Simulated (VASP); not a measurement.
Input of a VASP 6.6.1 run:

File INCAR:

```
PREC     = Accurate       # precision mode
ENCUT    = 500            # plane-wave cutoff, eV
EDIFF    = 1E-6           # SCF threshold, eV
ISMEAR   = -1             # smearing method
SIGMA    = 0.1            # smearing width, eV
LREAL    = False          # projectors in reciprocal space
LASPH    = True           # aspherical terms in the spheres
NELM     = 120            # most SCF steps
ALGO     = Normal         # electronic algorithm
ISIF     = 2              # what is computed and relaxed
LWAVE    = False          # write WAVECAR
LCHARG   = False          # write CHGCAR
GGA      = PE             # functional
NBANDS   = 18             # bands
GGA_COMPAT= False
```

Contents of KPOINTS:

```
Automatic mesh
0
Gamma
  5 5 5
```

Contents of POSCAR:

```
Ta
1.0
    0.0000000000      3.0529549964      3.0529549964
    3.0529549964      0.0000000000      3.0529549964
    3.0529549964      3.0529549964      0.0000000000
Ta
2
Direct
    0.1250000000      0.1250000000      0.1250000000
    0.8750000000      0.8750000000      0.8750000000
```

Potentials or basis: VASP PAW PBE potentials, release 64 (Ta_pv).

The run is started by

```sh
$ cat potpaw_PBE.64/Ta_pv/POTCAR > POTCAR
$ mpirun -np 1 vasp_std > vasp.out
```

Q: What does it give for the pressure?

A: 0.0 GPa.

Q: Estimate the band gap on the k mesh.

A: Zero (band 11 reaches 2.12 eV, above the bottom of band 12 at 1.70 eV).

Caveat: spin-orbit coupling is left out, which moves the levels of the heavy elements.
